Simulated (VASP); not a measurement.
Cd2HgTe3: single point with PBE

Cd2HgTe3:

```
Cd Hg Te
1.0
    -2.34617    2.34617    9.93337
     2.34617   -2.34617    9.93337
     2.34617    2.34617   -9.93337
Cd Hg Te
2 1 3
Direct
  0.66686 0.66686 0.00000
  0.33314 0.33314 0.00000
  0.00000 0.00000 0.00000
  0.58395 0.08395 0.50000
  0.25000 0.75000 0.50000
  0.91605 0.41605 0.50000
```

- Program: VASP 6.6.1
- Task: single point
- Functional: PBE
- Potentials or basis: VASP PAW PBE potentials, release 64 (Cd, Hg, Te)
- Cutoff: 520 eV
- k mesh: 6 × 6 × 6
- Occupations: gaussian, width 0.1 eV
- Spin: no spin polarisation

| Item | Value |
| --- | --- |
| Pressure | 0.1 GPa |

Levels at points of the mesh, in eV from the Fermi level:
```tsv
k point	band 23	band 24	band 25	band 26	band 27	band 28	band 29	band 30	band 31	band 32
(0.00, 0.00, 0.00)	-1.43	-1.43	-0.08	-0.07	-0.07	-0.02	2.29	2.57	2.95	3.08
(0.50, 0.00, 0.00)	-1.69	-0.92	-0.89	-0.81	-0.69	1.20	2.21	2.49	4.80	4.88
(0.50, 0.50, 0.00)	-2.10	-2.06	-2.04	-1.82	-1.82	2.18	2.65	3.16	3.39	3.68
(0.50, 0.50, 0.50)	-1.70	-0.74	-0.74	-0.54	-0.54	1.57	2.08	2.41	2.65	3.57
```

Run time: 15 min on 1 thread of Intel(R) Xeon(R) Platinum 8259CL CPU @ 2.50GHz (Skylake/Cascade Lake) (shared host), peak memory 1 GiB.

Caveat: spin-orbit coupling is left out, which moves the levels of the heavy elements.
